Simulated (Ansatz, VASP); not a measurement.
**MgO: VASP beside Ansatz**

Contents of INCAR:

```
SYSTEM = MgO
PREC = Accurate
ENCUT = 600
EDIFF = 1E-6
ISMEAR = 0
SIGMA = 0.02
LREAL = .FALSE.
LASPH = .TRUE.
NELM = 120
ALGO = Normal
ISIF = 2
LWAVE = .FALSE.
LCHARG = .TRUE.
GGA = PE
LELF = .TRUE.
LVHAR = .TRUE.
NBANDS = 11
GGA_COMPAT = .FALSE.
```

KPOINTS

```
regular mesh
0
G
  16 16 16
  0 0 0
```

POSCAR

```
MgO
1.0
    0.0000000000      2.1050000000      2.1050000000
    2.1050000000      0.0000000000      2.1050000000
    2.1050000000      2.1050000000      0.0000000000
Mg O
1 1
Direct
    0.0000000000      0.0000000000      0.0000000000
    0.5000000000      0.5000000000      0.5000000000
```

Input for Ansatz:

```yaml
crystal:
  lattice:
    - [0.0, 2.105, 2.105]
    - [2.105, 0.0, 2.105]
    - [2.105, 2.105, 0.0]
  atoms:
    - { symbol: Mg, position: [0.0, 0.0, 0.0] }
    - { symbol: O, position: [0.5, 0.5, 0.5] }
basis:
  ecutwfc: 420
kpoints:
  mp_grid: { grid: [16, 16, 16] }
hamiltonian:
  xc: pbe
  pseudopotentials: { kind: paw }
scf:
  occupations: { method: gaussian, width: 0.02 }
output:
  forces: true
  stress: true
  eigenvalues: true
```

Alike in both runs: task single point; functional PBE; k mesh 16 × 16 × 16; occupations gaussian, width 0.02 eV; no spin polarisation.

|  | VASP | Ansatz |
| --- | --- | --- |
| version | VASP 6.6.1 | Ansatz 0.2.0 |
| potentials or method | VASP PAW PBE potentials, release 64 (Mg, O), cutoff 600 eV | scalar-relativistic, plane waves, PAW |
| valence electrons in the cell | 8 | 16 |

|  | VASP | Ansatz | Ansatz less VASP |
| --- | --- | --- | --- |
| gap on the k mesh at the Fermi level (eV) | 4.74 | 4.76 | +0.015 |
| least direct gap on the mesh (eV) | 4.74 | 4.76 | +0.015 |
| pressure (GPa) | 3.9 | 4.9 | +0.99 |

With one functional, cell and mesh, what is left measures potentials, basis and numerics. VASP's potentials hold 8 valence electrons a cell and Ansatz's 16, so a difference there can come from the potentials and not from the codes.
